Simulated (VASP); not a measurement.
Input of a VASP 6.6.1 run:

Contents of POSCAR:

```
MgO
1.0
    2.9819920928     -0.0000000289      0.0000000000
   -1.4909960214      2.5824809207      0.0000000000
    0.0000000000      0.0000000000     10.0777081000
Mg O
4 4
Direct
    0.6666666667      0.3333333333      0.8780530000
    0.3333333333      0.6666666667      0.1219470000
    0.3333333333      0.6666666667      0.3780530000
    0.6666666667      0.3333333333      0.6219470000
    0.0000000000      0.0000000000      0.0000000000
    0.0000000000      0.0000000000      0.5000000000
    0.6666666667      0.3333333333      0.2500000000
    0.3333333333      0.6666666667      0.7500000000
```

INCAR.step1

```
ALGO = Normal
EDIFF = 1E-4
ENCUT = 520
GGA = PE
ISMEAR = 0
LASPH = T
LCHARG = F
LREAL = F
LWAVE = T
NBANDS = 26
NELM = 100
PREC = Accurate
SIGMA = 0.02
```

INCAR.step2

```
ALGO = Normal
EDIFF = 1E-6
ENCUT = 520
ISIF = 2
ISMEAR = 0
ISTART = 1
LASPH = T
LCHARG = F
LMIXTAU = T
LREAL = F
LWAVE = F
METAGGA = R2SCAN
NBANDS = 26
NELM = 100
PREC = Accurate
SIGMA = 0.02
```

Contents of KPOINTS:

```
k-points
0
Gamma
  12 12 4
```

Potentials or basis: VASP PAW PBE potentials, release 64 (Mg, O).

Command:

```console
$ cat potpaw_PBE.64/Mg/POTCAR potpaw_PBE.64/O/POTCAR > POTCAR
$ cp INCAR.step1 INCAR
$ mpirun -np 1 vasp_std > vasp.out
$ cp INCAR.step2 INCAR
$ mpirun -np 1 vasp_std > vasp.out
```

(1) Predict the pressure.

(2) What does it give for the largest force?

## Answers

(1) -6.5 GPa.

(2) 0.011 eV/Å.

Caveat: the cell stands under tension; the PAW data sets were made with another functional, which shifts forces and pressure a little.
